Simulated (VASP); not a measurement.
# Cu in VASP: further runs

Runs on Cu. Level: PBE. Tasks: single point.

All numbers are computed with VASP 6.6.1; they aren't measurements. Logs are shortened: lines on timing, memory, paths and dates and some standing lists are left out, and cuts for length are marked.

## (1) The cell of the first run

The cell holds a slab with vacuum, 6 atoms: a = 2.567 Å, b = 2.567 Å, c = 26.478 Å, α = 90.00°, β = 90.00°, γ = 120.00°.

## (2) Single point, PBE

Contents of INCAR:

```
SYSTEM = Cu
ALGO = Normal
DIPOL = 0.5 0.5 0.500
EDIFF = 1E-6
ENCUT = 520
GGA = PE
IDIPOL = 3
ISIF = 2
ISMEAR = -1
LASPH = .True.
LCHARG = .False.
LDIPOL = .True.
LREAL = .False.
LWAVE = .False.
NBANDS = 42
NELM = 100
PREC = Accurate
SIGMA = 0.1
```

Contents of KPOINTS:

```
k-points
0
Gamma
  15 15 1
  0 0 0
```

Contents of POSCAR:

```
Cu
1.0
    2.5665139635      0.0000000000      0.0000000000
   -1.2832569818      2.2226662916      0.0000000000
    0.0000000000      0.0000000000     26.4777000000
Cu
6
Direct
    0.1666666665      0.3333333335      0.3021401143
    0.5000000005      0.9999999995      0.3812840685
    0.8333333335      0.6666666665      0.4604280226
    0.1666666665      0.3333333335      0.5395719767
    0.5000000005      0.9999999995      0.6187159315
    0.8333333335      0.6666666665      0.6978598857
```

Potentials or basis: VASP PAW PBE potentials, release 64 (Cu).

Run with:

```bash
$ cat potpaw_PBE.64/Cu/POTCAR > POTCAR
$ mpirun -np 1 vasp_std > vasp.out
```

OUTCAR:

```text
SYSTEM = Cu
   EDIFF = 1E-6
   ENCUT = 520
   GGA = PE
   ISIF = 2
   ISMEAR = -1
   LASPH = .True.
   LREAL = .False.
   NELM = 100
   PREC = Accurate

 ion  position               nearest neighbor table
   1  0.167  0.333  0.302-   2 2.57   2 2.57   2 2.57
   2  0.500  1.000  0.381-   3 2.57   3 2.57   3 2.57   1 2.57   1 2.57   1 2.57
   3  0.833  0.667  0.460-   2 2.57   4 2.57   2 2.57   4 2.57   2 2.57   4 2.57
   4  0.167  0.333  0.540-   3 2.57   3 2.57   3 2.57   5 2.57   5 2.57   5 2.57
   5  0.500  1.000  0.619-   6 2.57   6 2.57   6 2.57   4 2.57   4 2.57   4 2.57
   6  0.833  0.667  0.698-   5 2.57   5 2.57   5 2.57

  LATTYP: Found a hexagonal cell.
 ALAT       =     2.5665139635
 C/A-ratio  =    10.3166007965

  Lattice vectors:

 A1 = (   2.5665139635,   0.0000000000,   0.0000000000)
 A2 = (  -1.2832569818,   2.2226662916,   0.0000000000)
 A3 = (   0.0000000000,   0.0000000000,  26.4777000000)

Analysis of symmetry for initial positions (statically):
=====================================================================
 Subroutine PRICEL returns:
 Original cell was already a primitive cell.

 Routine SETGRP: Setting up the symmetry group for a
 hexagonal supercell.

 Subroutine GETGRP returns: Found 12 space group operations
 (whereof  4 operations were pure point group operations)
 out of a pool of 24 trial point group operations.

The static configuration has the point symmetry C_2h.
 The point group associated with its full space group is D_3d.

Analysis of symmetry for dynamics (positions and initial velocities):
=====================================================================
 Subroutine PRICEL returns:
 Original cell was already a primitive cell.

 Routine SETGRP: Setting up the symmetry group for a
 hexagonal supercell.

 Subroutine GETGRP returns: Found 12 space group operations
 (whereof  4 operations were pure point group operations)
 out of a pool of 24 trial point group operations.

The dynamic configuration has the point symmetry C_2h.
 The point group associated with its full space group is D_3d.

 Subroutine INISYM returns: Found 12 space group operations
 (whereof  4 operations are pure point group operations),
 and found     1 'primitive' translations

[... 103 lines left out ...]
   LREAL  =      F    real-space projection
   EDIFFG = 0.1E-04   stopping-criterion for IOM
   NSW    =      0    number of steps for IOM
   IBRION =     -1    ionic relax: 0-MD 1-quasi-New 2-CG
   NFREE  =      0    steps in history (QN), initial steepest desc. (CG)
   ISIF   =      2    stress and relaxation
   ISYM   =      2    0-nonsym 1-usesym 2-fastsym
   POTIM  = 0.5000    time-step for ionic-motion
   TEBEG  =    0.0;   TEEND  =   0.0 temperature during run
   PSTRESS=    0.0 pullay stress
   NELECT =      66.0000    total number of electrons
   NUPDOWN=      -1.0000    fix difference up-down
   EMIN   =  10.00;   EMAX   =-10.00  energy-range for DOS
   EFERMI =   0.00;   METHOD = LEGACY
   ISMEAR =    -1;   SIGMA  =   0.10  broadening in eV -4-tet -1-fermi 0-gaus
   EFERMI_NEDOS =   21; number of points for ismear=-14 and -15
   IALGO  =     38    algorithm
   IMIX   =      4    mixing-type and parameters
     AMIX     =   0.40;   BMIX     =  1.00
     AMIX_MAG =   1.60;   BMIX_MAG =  1.00
  volume/ion in A,a.u.               =      25.17       169.88
  Fermi-wavevector in a.u.,A,eV,Ry     =   1.242291  2.347590 20.997702  1.543288
  Thomas-Fermi vector in A             =   2.376652
   LORBIT       =      0    0 simple, 1 ext, 2 COOP (PROOUT), +10 PAW based schemes
   GGA     = PE    functional components
   LHFCALC =     F    Hartree Fock is set to
   AEXX    =    0.0000 exact exchange contribution
   IVDW    =     0    specifies the selected vdW correction
   LEPSILON=     F    determine dielectric tensor
   LRPA    =     F    only Hartree local field effects (RPA)
 non-spin polarized calculation
  energy-cutoff  :      520.00
  volume of cell :      151.04
 maximum number of plane-waves:      4090
 NGX is ok and might be reduce to    20
   NGX =  9   NGY =  9   NGZ = 99

 number of electron      65.9999995 magnetization

 dipolmoment           0.000000      0.000000      0.000000 electrons x Angstroem

 Free energy of the ion-electron system (eV)
  ---------------------------------------------------
  ext. energy  EPLUGINS =         0.00000000
  ---------------------------------------------------
  free energy    TOTEN  =       -21.47040596 eV

  energy without entropy =      -21.39479290  energy(sigma->0) =      -21.43259943

 E-fermi :   1.0592     XC(G=0):  -6.6992

 val. band max:        1.0477170325   @ k =   0.2667   0.2000   0.0000
 cond. band min:       1.0598100164   @ k =   0.4000   0.0667   0.0000
 fundamental gap:      0.0120929839
 Fermi energy:         1.0592090818

 k-point     1 :       0.0000    0.0000    0.0000
  band No.  band energies     occupation
      1      -8.0077      2.00000
      2      -7.3531      2.00000
      3      -6.3620      2.00000
      4      -5.1975      2.00000
      5      -4.2789      2.00000
      6      -3.9902      2.00000
[... 1069 lines left out ...]
     41       8.6031      0.00000
     42       8.8353      0.00000

 [... further k-points ...]

------------------------ aborting loop because EDIFF is reached ----------------------------------------

 vacuum level on the upper side and lower side of the slab       (xc-potential included)        -0.193        -0.193

  FORCE on cell =-STRESS in cart. coord.  units (eV):
  Direction    XX          YY          ZZ          XY          YZ          ZX
  --------------------------------------------------------------------------------------
  -------------------------------------------------------------------------------------
  Total       -1.0603077     -1.0603077     -0.1132477      0.0000000      0.0000000      0.0000000
  in kB      -11.2471978    -11.2471978     -1.2012733      0.0000000      0.0000000      0.0000000
  external PRESSURE =      -7.8985563 kB  Pullay stress =       0.0000000 kB

 VOLUME and BASIS-vectors are now :
 -----------------------------------------------------------------------------
  energy-cutoff  :      520.00
  volume of cell :      151.04
      direct lattice vectors                 reciprocal lattice vectors
     2.566513963  0.000000000  0.000000000     0.389633571  0.224955047  0.000000000
    -1.283256982  2.222666292  0.000000000     0.000000000  0.449910094  0.000000000
     0.000000000  0.000000000 26.477700000     0.000000000  0.000000000  0.037767631

 POSITION                                       TOTAL-FORCE (eV/Angst)
 -----------------------------------------------------------------------------------
     -0.00000      0.74089      7.99998         0.000000      0.000000      0.043317
      0.00000      2.22267     10.09553        -0.000000      0.000000     -0.046712
      1.28326      1.48178     12.19108         0.000000     -0.000000     -0.039022
     -0.00000      0.74089     14.28662         0.000000      0.000000      0.039022
      0.00000      2.22267     16.38217        -0.000000     -0.000000      0.046712
      1.28326      1.48178     18.47772        -0.000000     -0.000000     -0.043317
 -----------------------------------------------------------------------------------
    total drift:                               -0.000000      0.000000      0.000015

  FREE ENERGIE OF THE ION-ELECTRON SYSTEM (eV)
  ---------------------------------------------------
  free  energy   TOTEN  =       -21.4704059582 eV

  energy  without entropy=      -21.3947928951  energy(sigma->0) =      -21.43259943

 vacuum level on the upper side and lower side of the slab         5.724         5.724
```

OSZICAR:

```text
N       E                     dE             d eps       ncg     rms          rms(c)
DAV:   1     0.580808912221E+03    0.58081E+03   -0.29353E+04  2268   0.221E+03
DAV:   2     0.380579330220E+02   -0.54275E+03   -0.52298E+03  2268   0.417E+02
DAV:   3    -0.243668970693E+02   -0.62425E+02   -0.57714E+02  2336   0.195E+02
[... 16 lines left out ...]
DAV:  20    -0.214703857945E+02   -0.45772E-05   -0.96193E-07  1618   0.122E-02    0.402E-03
DAV:  21    -0.214703950765E+02   -0.92819E-05   -0.24451E-06  1614   0.286E-02    0.927E-04
DAV:  22    -0.214703997009E+02   -0.46244E-05   -0.43207E-07  1468   0.102E-02    0.869E-04
DAV:  23    -0.214704051584E+02   -0.54575E-05   -0.39295E-07  1442   0.619E-03    0.399E-04
DAV:  24    -0.214704059582E+02   -0.79981E-06   -0.48713E-08  1464   0.408E-03
   1 F= -.21470406E+02 E0= -.21432599E+02  d E =-.756131E-01
```

stdout:

```text
POSCAR found type information on POSCAR Cu
 POSCAR found :  1 types and       6 ions
 scaLAPACK will be used
 LDA part: xc-table for (Slater+PW92), standard interpolation
 POSCAR, INCAR and KPOINTS ok, starting setup
 FFT: planning ... GRIDC
 FFT: planning ... GRID_SOFT
 FFT: planning ... GRID
 WAVECAR not read
 entering main loop
```

Wall time 4.9 min (1 thread of Intel Xeon 6975P-C, shared host); peak memory 0.33 GiB.

Results:

| Item | Value |
| --- | --- |
| Free energy | -21.4704 eV |
| Largest force | 0.047 eV/Å |
| Band gap on the k mesh | zero (band 33 reaches 4.38 eV, above the bottom of band 34 at -0.55 eV) |

Forces on the atoms (eV/Å):
```
Cu   0.000  0.000  0.043
Cu   0.000  0.000 -0.047
Cu   0.000  0.000 -0.039
Cu   0.000  0.000  0.039
Cu   0.000  0.000  0.047
Cu   0.000  0.000 -0.043
```

Levels at points of the mesh, in eV from the Fermi level:
| k point | band 30 | band 31 | band 32 | band 33 | band 34 | band 35 | band 36 | band 37 | band 38 | band 39 |
| --- | --- | --- | --- | --- | --- | --- | --- | --- | --- | --- |
| (0.00, 0.00, 0.00) | -1.85 | -1.85 | -1.64 | -1.64 | -1.60 | -1.60 | -0.81 | -0.32 | 4.18 | 4.40 |

## (3) Single point, PBE

Contents of INCAR:

```
PREC = Accurate
ENCUT = 520
EDIFF = 1E-6
ISMEAR = -1
SIGMA = 0.1
LREAL = F
LASPH = T
NELM = 80
ALGO = Normal
ISIF = 2
LWAVE = F
LCHARG = F
LDIPOL = T
IDIPOL = 3
DIPOL = 0.5 0.5 0.500
GGA = PE
NBANDS = 42
```

Contents of KPOINTS:

```
regular mesh
0
Gamma
  15 15 1
```

Contents of POSCAR:

```
Cu
1.0
    2.5665139635      0.0000000000      0.0000000000
   -1.2832569818      2.2226662916      0.0000000000
    0.0000000000      0.0000000000     26.4777000000
Cu
6
Direct
    0.1666666667      0.3333333333      0.3028413527
    0.5000000000      1.0000000000      0.3813217417
    0.8333333333      0.6666666667      0.4603200847
    0.1666666667      0.3333333333      0.5396799141
    0.5000000000      1.0000000000      0.6186782582
    0.8333333333      0.6666666667      0.6971586480
```

Potentials or basis: VASP PAW PBE potentials, release 64 (Cu).

Run with:

```bash
$ cat potpaw_PBE.64/Cu/POTCAR > POTCAR
$ mpirun -np 1 vasp_std > vasp.out
```

OUTCAR:

```text
PREC = Accurate
   ENCUT = 520
   EDIFF = 1E-6
   ISMEAR = -1
   LREAL = F
   LASPH = T
   NELM = 80
   ISIF = 2
   GGA = PE

 ion  position               nearest neighbor table
   1  0.167  0.333  0.303-   2 2.55   2 2.55   2 2.55
   2  0.500  0.000  0.381-   1 2.55   1 2.55   1 2.55   3 2.56   3 2.56   3 2.56
   3  0.833  0.667  0.460-   2 2.56   2 2.56   2 2.56   4 2.57   4 2.57   4 2.57
   4  0.167  0.333  0.540-   5 2.56   5 2.56   5 2.56   3 2.57   3 2.57   3 2.57
   5  0.500  0.000  0.619-   6 2.55   6 2.55   6 2.55   4 2.56   4 2.56   4 2.56
   6  0.833  0.667  0.697-   5 2.55   5 2.55   5 2.55

  LATTYP: Found a hexagonal cell.
 ALAT       =     2.5665139635
[... 1291 lines left out ...]
  Total       -0.9333707     -0.9333707      0.1820764      0.0000000     -0.0000000      0.0000000
  in kB       -9.9007161     -9.9007161      1.9313732      0.0000000     -0.0000000      0.0000000
  external PRESSURE =      -5.9566863 kB  Pullay stress =       0.0000000 kB

 VOLUME and BASIS-vectors are now :
 -----------------------------------------------------------------------------
  energy-cutoff  :      520.00
  volume of cell :      151.04
      direct lattice vectors                 reciprocal lattice vectors
     2.566513963  0.000000000  0.000000000     0.389633571  0.224955047  0.000000000
    -1.283256982  2.222666292  0.000000000     0.000000000  0.449910094  0.000000000
     0.000000000  0.000000000 26.477700000     0.000000000  0.000000000  0.037767631

 POSITION                                       TOTAL-FORCE (eV/Angst)
 -----------------------------------------------------------------------------------
      0.00000      0.74089      8.01854         0.000000     -0.000000     -0.020144
      1.28326      0.00000     10.09652         0.000000     -0.000000     -0.000901
      1.28326      1.48178     12.18822        -0.000000      0.000000     -0.000505
      0.00000      0.74089     14.28948         0.000000      0.000000      0.000505
      1.28326      0.00000     16.38118        -0.000000     -0.000000      0.000901
      1.28326      1.48178     18.45916        -0.000000      0.000000      0.020144
 -----------------------------------------------------------------------------------
    total drift:                                0.000000     -0.000000      0.000042

  FREE ENERGIE OF THE ION-ELECTRON SYSTEM (eV)
  ---------------------------------------------------
  free  energy   TOTEN  =       -21.4709202428 eV

  energy  without entropy=      -21.3952906063  energy(sigma->0) =      -21.43310542

 vacuum level on the upper side and lower side of the slab         5.718         5.718
```

OSZICAR:

```text
N       E                     dE             d eps       ncg     rms          rms(c)
DAV:   1     0.580840584462E+03    0.58084E+03   -0.29357E+04  2268   0.221E+03
DAV:   2     0.382420313065E+02   -0.54260E+03   -0.52305E+03  2268   0.417E+02
DAV:   3    -0.243567835662E+02   -0.62599E+02   -0.57691E+02  2328   0.195E+02
[... 16 lines left out ...]
DAV:  20    -0.214708995214E+02   -0.44542E-05   -0.74005E-07  1626   0.103E-02    0.400E-03
DAV:  21    -0.214709091699E+02   -0.96485E-05   -0.26717E-06  1620   0.284E-02    0.942E-04
DAV:  22    -0.214709139471E+02   -0.47773E-05   -0.37053E-07  1464   0.808E-03    0.688E-04
DAV:  23    -0.214709194784E+02   -0.55313E-05   -0.37934E-07  1450   0.577E-03    0.402E-04
DAV:  24    -0.214709202428E+02   -0.76434E-06   -0.47713E-08  1466   0.384E-03
   1 F= -.21470920E+02 E0= -.21433105E+02  d E =-.756296E-01
```

stdout:

```text
POSCAR found type information on POSCAR Cu
 POSCAR found :  1 types and       6 ions
 scaLAPACK will be used
 LDA part: xc-table for (Slater+PW92), standard interpolation
 POSCAR, INCAR and KPOINTS ok, starting setup
 FFT: planning ... GRIDC
 FFT: planning ... GRID_SOFT
 FFT: planning ... GRID
 WAVECAR not read
 entering main loop
```

Wall time 5.1 min (1 thread of Intel Xeon 6975P-C, shared host); peak memory 0.33 GiB.

What came out:

| Quantity | Value |
| --- | --- |
| Free energy | -21.4709 eV |
| Largest force | 0.020 eV/Å |
| Band gap on the k mesh | zero (band 33 reaches 4.38 eV, above the bottom of band 34 at -0.55 eV) |

Forces in eV/Å, atoms in the order of the input:
```
Cu   0.000  0.000 -0.020
Cu   0.000  0.000 -0.001
Cu   0.000  0.000 -0.001
Cu   0.000  0.000  0.001
Cu   0.000  0.000  0.001
Cu   0.000  0.000  0.020
```

(Continued in part 2 of 2.)
